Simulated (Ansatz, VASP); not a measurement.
# Zr in VASP and in Ansatz

```xyz
1
Lattice="0.1172 2.3151 2.3151 2.3151 0.1172 2.3151 2.3151 2.3151 0.1172" Properties=species:S:1:pos:R:3 pbc="T T T"
Zr    0.0000    0.0000    0.0000
```

Alike in both runs: task single point; functional LDA; k mesh 20 × 20 × 20; occupations gaussian, width 0.15 eV; no spin polarisation.

|  | VASP | Ansatz |
| --- | --- | --- |
| version | VASP 6.6.1 | Ansatz 0.2.0 |
| potentials or method | VASP PAW LDA potentials, release 64 (Zr_sv), cutoff 520 eV | scalar-relativistic, plane waves, PAW |
| valence electrons in the cell | 12 | 12 |

Ansatz gave:

| Quantity | Value |
| --- | --- |
| gap on the k mesh at the Fermi level (eV) | none |
| pressure (GPa) | -5.6 |
| traceless stress, the component that is largest in VASP (GPa) | -1.70 |

Q: Estimate VASP's values.

A: gap on the k mesh at the Fermi level (eV): none; pressure (GPa): -5.5; traceless stress, the component that is largest in VASP (GPa): -1.69.

LDA's correlation is that of Perdew and Zunger in VASP and of Perdew and Wang (1992) in Ansatz. A gap of «none» marks a metal or a gap that the smearing closes.
